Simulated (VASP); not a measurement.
A run of VASP 6.6.1 is set up as follows.

File POSCAR:

```
Pd
1.0
    0.0000000000      1.9067643606      1.9067643606
    1.9067643606      0.0000000000      1.9067643606
    1.9067643606      1.9067643606      0.0000000000
Pd
1
Direct
    0.0000000000      0.0000000000      0.0000000000
```

Contents of INCAR.step1:

```
  PREC = Accurate
  ENCUT = 520
  ISMEAR = -1
  SIGMA = 0.05
  LREAL = F
  LASPH = T
  NELM = 80
  NBANDS = 11
  GGA = PE
  ALGO = Normal
  EDIFF = 1E-4
  LWAVE = T
  LCHARG = F
```

Contents of INCAR.step2:

```
  PREC = Accurate
  ENCUT = 520
  EDIFF = 1E-7
  ISMEAR = -1
  SIGMA = 0.05
  LREAL = F
  LASPH = T
  NELM = 80
  ALGO = Normal
  ISIF = 2
  LWAVE = F
  LCHARG = F
  METAGGA = R2SCAN
  LMIXTAU = T
  IVDW = 13
  VDW_S6 = 1.0
  VDW_S8 = 0.6018749
  VDW_A1 = 0.51559235
  VDW_A2 = 5.77342911
  NBANDS = 11
  ISTART = 1
```

Contents of KPOINTS:

```
Automatic mesh
0
Gamma
  12 12 12
```

Potentials or basis: VASP PAW PBE potentials, release 64 (Pd).

Command:

```sh
$ cat potpaw_PBE.64/Pd/POTCAR > POTCAR
$ cp INCAR.step1 INCAR
$ mpirun -np 1 vasp_std > vasp.out
$ cp INCAR.step2 INCAR
$ mpirun -np 1 vasp_std > vasp.out
```

(1) Estimate the dispersion energy per atom.

(2) Predict the band gap on the k mesh.

Results:

(1) -0.178 eV.

(2) zero (band 5 reaches 11.03 eV, above the bottom of band 6 at 9.17 eV).
